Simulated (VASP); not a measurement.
# Ag (I4/mmm) in VASP: a series of runs

Ag is run at these levels: PBE; tasks: single point.

Everything below comes from runs of VASP 6.6.1. Logs are shortened: lines on timing, memory, paths and dates and some standing lists are left out, and cuts for length are marked.

## (1) The cell of the first run

Symmetry: I4/mmm, No. 139, tetragonal system. Conventional cell: a = 2.889 Å, b = 2.889 Å, c = 4.185 Å, α = 90.00°, β = 90.00°, γ = 90.00°. Within 3.8 Å of Ag (site symmetry 4/mmm) lie 12 Ag at 2.89 to 2.92 Å.

## (2) Single point, PBE (biaxial strain in the a-b plane: -1.5 %)

Input file INCAR:

```
SYSTEM = Ag
ALGO = Fast ; EDIFF = 1E-6
ENCUT = 520 ; GGA = PE
ISIF = 2 ; ISMEAR = 0
LASPH = .TRUE. ; LCHARG = .FALSE.
LREAL = .FALSE. ; LWAVE = .FALSE.
NBANDS = 18 ; NELM = 60
PREC = Accurate ; SIGMA = 0.1
```

Input file KPOINTS:

```
k-points
0
G
  18 18 12
  0 0 0
```

Input file POSCAR:

```
Ag
1.0
    2.0426428762      2.0426428762      0.0000000000
   -2.0426428762      2.0426428762      0.0000000000
    0.0000000000      0.0000000000      4.1848257098
Ag
2
Direct
    0.0000000000      0.0000000000      0.0000000000
    0.5000000000      0.5000000000      0.5000000000
```

Potentials or basis: VASP PAW PBE potentials, release 64 (Ag).

Run with:

```bash
cat potpaw_PBE.64/Ag/POTCAR > POTCAR
mpirun -np 1 vasp_std > vasp.out
```

OUTCAR:

```text
SYSTEM = Ag
   EDIFF = 1E-6
   ENCUT = 520
   GGA = PE
   ISIF = 2
   ISMEAR = 0
   LASPH = .TRUE.
   LREAL = .FALSE.
   NELM = 60
   PREC = Accurate

 ion  position               nearest neighbor table
   1  0.000  0.000  0.000-   2 2.92   2 2.92   2 2.92   2 2.92   2 2.92   2 2.92   2 2.92   2 2.92

   2  0.500  0.500  0.500-   1 2.92   1 2.92   1 2.92   1 2.92   1 2.92   1 2.92   1 2.92   1 2.92

  LATTYP: Found a simple tetragonal cell.
 ALAT       =     2.8887332586
 C/A-ratio  =     1.4486715578

  Lattice vectors:

 A1 = (   2.0426428762,   2.0426428762,   0.0000000000)
 A2 = (  -2.0426428762,   2.0426428762,   0.0000000000)
 A3 = (   0.0000000000,   0.0000000000,   4.1848257098)

Analysis of symmetry for initial positions (statically):
=====================================================================
 Subroutine PRICEL returns following result:

  LATTYP: Found a body centered tetragonal cell.
 ALAT       =     2.8887332586
 C/A-ratio  =     1.4486715578

  Lattice vectors:

 A1 = (   2.0426428762,   0.0000000000,  -2.0924128549)
 A2 = (  -2.0426428762,   0.0000000000,  -2.0924128549)
 A3 = (   0.0000000000,   2.0426428762,   2.0924128549)

   2 primitive cells build up your supercell.

 Routine SETGRP: Setting up the symmetry group for a
 simple tetragonal supercell.

 Subroutine GETGRP returns: Found 16 space group operations
 (whereof 16 operations were pure point group operations)
 out of a pool of 16 trial point group operations.

The static configuration has the point symmetry D_4h.

Analysis of symmetry for dynamics (positions and initial velocities):
=====================================================================
 Subroutine PRICEL returns following result:

  LATTYP: Found a body centered tetragonal cell.
 ALAT       =     2.8887332586
 C/A-ratio  =     1.4486715578

  Lattice vectors:

 A1 = (   2.0426428762,   0.0000000000,  -2.0924128549)
 A2 = (  -2.0426428762,   0.0000000000,  -2.0924128549)
 A3 = (   0.0000000000,   2.0426428762,   2.0924128549)

   2 primitive cells build up your supercell.

 Routine SETGRP: Setting up the symmetry group for a
 simple tetragonal supercell.

 Subroutine GETGRP returns: Found 16 space group operations
 (whereof 16 operations were pure point group operations)
 out of a pool of 16 trial point group operations.

The dynamic configuration has the point symmetry D_4h.

 Subroutine INISYM returns: Found 16 space group operations
 (whereof 16 operations are pure point group operations),
 and found     2 'primitive' translations

----------------------------------------------------------------------------------------

                                     Primitive cell

  volume of cell :      17.4607

  direct lattice vectors                    reciprocal lattice vectors
     2.042642876  0.000000000 -2.092412855     0.244780919  0.244780919 -0.238958578
    -2.042642876  0.000000000 -2.092412855    -0.244780919  0.244780919 -0.238958578
     0.000000000  2.042642876  2.092412855     0.000000000  0.489561838  0.000000000

  length of vectors
     2.924137732  2.924137732  2.924137732     0.420638322  0.420638322  0.489561838

  position of ions in fractional coordinates (direct lattice)
     0.000000000  0.000000000  0.000000000

  ion indices of the primitive-cell ions
   primitive index   ion index
                 1           1

----------------------------------------------------------------------------------------

 KPOINTS: k-points

Automatic generation of k-mesh.
 Grid dimensions read from file:
 generate k-points for:   18   18   12

 Generating k-lattice:

  Cartesian coordinates                     Fractional coordinates (reciprocal lattice)
     0.013598940  0.013598940  0.000000000     0.055555556  0.000000000  0.000000000
    -0.013598940  0.013598940  0.000000000     0.000000000  0.055555556  0.000000000
     0.000000000  0.000000000  0.019913215     0.000000000  0.000000000  0.083333333

  Length of vectors
     0.019231805  0.019231805  0.019913215

  Shift w.r.t. Gamma in fractional coordinates (k-lattice)
     0.000000000  0.000000000  0.000000000

 Subroutine IBZKPT returns following result:
 ===========================================

 Found    385 irreducible k-points:

 Following reciprocal coordinates:
            Coordinates               Weight
  0.000000  0.000000  0.000000      1.000000
  0.055556  0.000000  0.000000      4.000000
  0.111111  0.000000  0.000000      4.000000
  0.166667  0.000000  0.000000      4.000000
  0.222222  0.000000  0.000000      4.000000
  0.277778  0.000000  0.000000      4.000000
[... 16 lines left out ...]
  0.277778  0.111111  0.000000      8.000000
  0.333333  0.111111  0.000000      8.000000
 [... further k-points ...]
   k-points           NKPTS =    385   k-points in BZ     NKDIM =    385   number of bands    NBANDS=     18
   number of dos      NEDOS =    301   number of ions     NIONS =      2
   total plane-waves  NPLWV =  18432
   dimension x,y,z NGX =    24 NGY =   24 NGZ =   32
   dimension x,y,z NGXF=    48 NGYF=   48 NGZF=   64
   ions per type =               2
   NGX,Y,Z   is equivalent  to a cutoff of  13.81, 13.81, 12.71 a.u.
   NGXF,Y,Z  is equivalent  to a cutoff of  27.62, 27.62, 25.42 a.u.
 SYSTEM =  Ag
   PREC   = accura    normal or accurate (medium, high low for compatibility)
   ISTART =      0    job   : 0-new  1-cont  2-samecut
   ICHARG =      2    charge: 1-file 2-atom 10-const
   ISPIN  =      1    spin polarized calculation?
   LNONCOLLINEAR =      F non collinear calculations
   LSORBIT =      F    spin-orbit coupling
   LASPH  =      T    aspherical Exc in radial PAW
   ENCUT  =  520.0 eV  38.22 Ry    6.18 a.u.   5.37  5.37  7.78*2*pi/ulx,y,z
   NELM   =     60;   NELMIN=  2; NELMDL= -5     # of ELM steps
   EDIFF  = 0.1E-05   stopping-criterion for ELM
   LREAL  =      F    real-space projection
[... 7 lines left out ...]
   TEBEG  =    0.0;   TEEND  =   0.0 temperature during run
   PSTRESS=    0.0 pullay stress
   NELECT =      22.0000    total number of electrons
   NUPDOWN=      -1.0000    fix difference up-down
   EMIN   =  10.00;   EMAX   =-10.00  energy-range for DOS
   EFERMI =   0.00;   METHOD = LEGACY
   ISMEAR =     0;   SIGMA  =   0.10  broadening in eV -4-tet -1-fermi 0-gaus
   EFERMI_NEDOS =   21; number of points for ismear=-14 and -15
   IALGO  =     68    algorithm
   IMIX   =      4    mixing-type and parameters
     AMIX     =   0.40;   BMIX     =  1.00
     AMIX_MAG =   1.60;   BMIX_MAG =  1.00
  volume/ion in A,a.u.               =      17.46       117.83
  Fermi-wavevector in a.u.,A,eV,Ry     =   1.403411  2.652063 26.797536  1.969563
  Thomas-Fermi vector in A             =   2.526076
   LORBIT       =      0    0 simple, 1 ext, 2 COOP (PROOUT), +10 PAW based schemes
   GGA     = PE    functional components
   LHFCALC =     F    Hartree Fock is set to
   AEXX    =    0.0000 exact exchange contribution
   IVDW    =     0    specifies the selected vdW correction
   LEPSILON=     F    determine dielectric tensor
   LRPA    =     F    only Hartree local field effects (RPA)
 non-spin polarized calculation
 RMM-DIIS sequential band-by-band and
 Gauss-broadening in eV      SIGMA  =   0.10
  energy-cutoff  :      520.00
  volume of cell :       34.92
 maximum number of plane-waves:       961
 NGX is ok and might be reduce to    24
   NGX = 11   NGY = 11   NGZ = 15

 number of electron      22.0000002 magnetization

 Free energy of the ion-electron system (eV)
  ---------------------------------------------------
  ext. energy  EPLUGINS =         0.00000000
  ---------------------------------------------------
  free energy    TOTEN  =        -5.43100945 eV

  energy without entropy =       -5.42828919  energy(sigma->0) =       -5.42964932

 E-fermi :   8.1137     XC(G=0): -12.0680

 val. band max:        8.0922159455   @ k =   0.3889   0.0556   0.4167
 cond. band min:       8.1327730245   @ k =   0.4444   0.0000   0.4167
 fundamental gap:      0.0405570791
 Fermi energy:         8.1136986962

 k-point     1 :       0.0000    0.0000    0.0000
  band No.  band energies     occupation
      1       0.5097      2.00000
      2       1.8128      2.00000
      3       1.9420      2.00000
      4       3.2863      2.00000
      5       3.4331      2.00000
      6       3.4331      2.00000
[... 10 lines left out ...]
     17      25.2746      0.00000
     18      25.3372      0.00000

 k-point     2 :       0.0556    0.0000    0.0000
  band No.  band energies     occupation
      1       0.5742      2.00000
      2       1.8459      2.00000
      3       1.9737      2.00000
      4       3.3102      2.00000
      5       3.4138      2.00000
      6       3.4483      2.00000
[... 10 lines left out ...]
     17      25.2740      0.00000
     18      25.9085      0.00000

 k-point     3 :       0.1111    0.0000    0.0000
  band No.  band energies     occupation
      1       0.7637      2.00000
      2       1.9269      2.00000
      3       2.0816      2.00000
      4       3.3590      2.00000
      5       3.3772      2.00000
      6       3.4934      2.00000
[... 10 lines left out ...]
     17      25.2089      0.00000
     18      25.8727      0.00000

 k-point     4 :       0.1667    0.0000    0.0000
  band No.  band energies     occupation
      1       1.0655      2.00000
      2       2.0304      2.00000
      3       2.2747      2.00000
      4       3.2780      2.00000
      5       3.4704      2.00000
      6       3.5670      2.00000
[... 10 lines left out ...]
     17      24.4958      0.00000
     18      25.1110      0.00000

 k-point     5 :       0.2222    0.0000    0.0000
  band No.  band energies     occupation
      1       1.4546      2.00000
      2       2.1539      2.00000
      3       2.5282      2.00000
      4       3.1838      2.00000
      5       3.5557      2.00000
      6       3.6666      2.00000
[... 10 lines left out ...]
     17      23.0884      0.00000
     18      25.0000      0.00000

 k-point     6 :       0.2778    0.0000    0.0000
  band No.  band energies     occupation
      1       1.8896      2.00000
      2       2.2961      2.00000
      3       2.8061      2.00000
      4       3.0919      2.00000
      5       3.5958      2.00000
      6       3.7890      2.00000
[... 10 lines left out ...]
     17      21.9553      0.00000
     18      24.9017      0.00000

 k-point     7 :       0.3333    0.0000    0.0000
  band No.  band energies     occupation
      1       2.3089      2.00000
      2       2.4504      2.00000
      3       3.0176      2.00000
      4       3.0701      2.00000
      5       3.5615      2.00000
      6       3.5841      2.00000
[... 10 lines left out ...]
     17      22.4350      0.00000
     18      24.8478      0.00000

 k-point     8 :       0.3889    0.0000    0.0000
  band No.  band energies     occupation
      1       2.6056      2.00000
      2       2.6391      2.00000
      3       2.9752      2.00000
      4       3.2842      2.00000
      5       3.3220      2.00000
      6       3.5453      2.00000
[... 10 lines left out ...]
     17      23.5308      0.00000
     18      24.8732      0.00000
[... 229 lines left out ...]
     17      24.0790      0.00000
     18      24.0790      0.00000

 k-point    20 :       0.1111    0.1111    0.0000
  band No.  band energies     occupation
      1       1.0116      2.00000
      2       2.0704      2.00000
      3       2.1845      2.00000
      4       3.2401      2.00000
      5       3.4776      2.00000
      6       3.6004      2.00000
[... 10 lines left out ...]
     17      26.0774      0.00000
     18      26.0901      0.00000

 k-point    21 :       0.1667    0.1111    0.0000
  band No.  band energies     occupation
      1       1.3022      2.00000
      2       2.1867      2.00000
      3       2.3537      2.00000
      4       3.1421      2.00000
      5       3.5804      2.00000
      6       3.6925      2.00000
[... 10 lines left out ...]
     17      24.7566      0.00000
     18      25.6343      0.00000

 k-point    22 :       0.2222    0.1111    0.0000
  band No.  band energies     occupation
      1       1.6687      2.00000
      2       2.3088      2.00000
      3       2.5886      2.00000
      4       3.0374      2.00000
      5       3.6492      2.00000
      6       3.8041      2.00000
[... 10 lines left out ...]
     17      23.3207      0.00000
     18      25.7706      0.00000

 k-point    23 :       0.2778    0.1111    0.0000
  band No.  band energies     occupation
      1       2.0636      2.00000
      2       2.4470      2.00000
      3       2.8337      2.00000
      4       2.9384      2.00000
      5       3.5962      2.00000
      6       3.6175      2.00000
[... 10 lines left out ...]
     17      22.1115      0.00000
     18      26.2777      0.00000

 k-point    24 :       0.3333    0.1111    0.0000
  band No.  band energies     occupation
      1       2.4291      2.00000
      2       2.5999      2.00000
      3       2.8584      2.00000
      4       3.0341      2.00000
      5       3.3273      2.00000
      6       3.5169      2.00000
[... 10 lines left out ...]
     17      20.8856      0.00000
     18      25.4697      0.00000

 [... further k-points ...]

------------------------ aborting loop because EDIFF is reached ----------------------------------------

  FORCE on cell =-STRESS in cart. coord.  units (eV):
  Direction    XX          YY          ZZ          XY          YZ          ZX
  --------------------------------------------------------------------------------------
  -------------------------------------------------------------------------------------
  Total        0.5456528      0.5456528      0.2763013      0.0000000      0.0000000      0.0000000
  in kB       25.0342587     25.0342587     12.6765559      0.0000000      0.0000000      0.0000000
  external PRESSURE =      20.9150244 kB  Pullay stress =       0.0000000 kB

 VOLUME and BASIS-vectors are now :
 -----------------------------------------------------------------------------
  energy-cutoff  :      520.00
  volume of cell :       34.92
      direct lattice vectors                 reciprocal lattice vectors
     2.042642876  2.042642876  0.000000000     0.244780919  0.244780919  0.000000000
    -2.042642876  2.042642876  0.000000000    -0.244780919  0.244780919  0.000000000
     0.000000000  0.000000000  4.184825710     0.000000000  0.000000000  0.238958578

 POSITION                                       TOTAL-FORCE (eV/Angst)
 -----------------------------------------------------------------------------------
      0.00000      0.00000      0.00000         0.000000      0.000000     -0.000000
      0.00000      2.04264      2.09241        -0.000000     -0.000000      0.000000
 -----------------------------------------------------------------------------------
    total drift:                               -0.000000      0.000000     -0.000000

  FREE ENERGIE OF THE ION-ELECTRON SYSTEM (eV)
  ---------------------------------------------------
  free  energy   TOTEN  =        -5.4310094533 eV

  energy  without entropy=       -5.4282891857  energy(sigma->0) =       -5.42964932
```

It took 2.1 min on 1 thread of Intel Xeon Platinum 8175M at 2.50GHz (Skylake/Cascade Lake), shared host; peak memory 0.3 GiB.

Results:

```
Free energy            : -5.4310 eV
Pressure               : 2.1 GPa
Band gap on the k mesh : zero (band 11 reaches 13.97 eV, above the bottom of band 12 at 4.77 eV)
```

Stress tensor (GPa, compression positive):
```
2.50 0.00 0.00
0.00 2.50 0.00
0.00 0.00 1.27
```

Caveat: the cell differs from its parent crystal (biaxial strain in the a-b plane: -1.5 %).

(Part 1 of 2 ends here.)
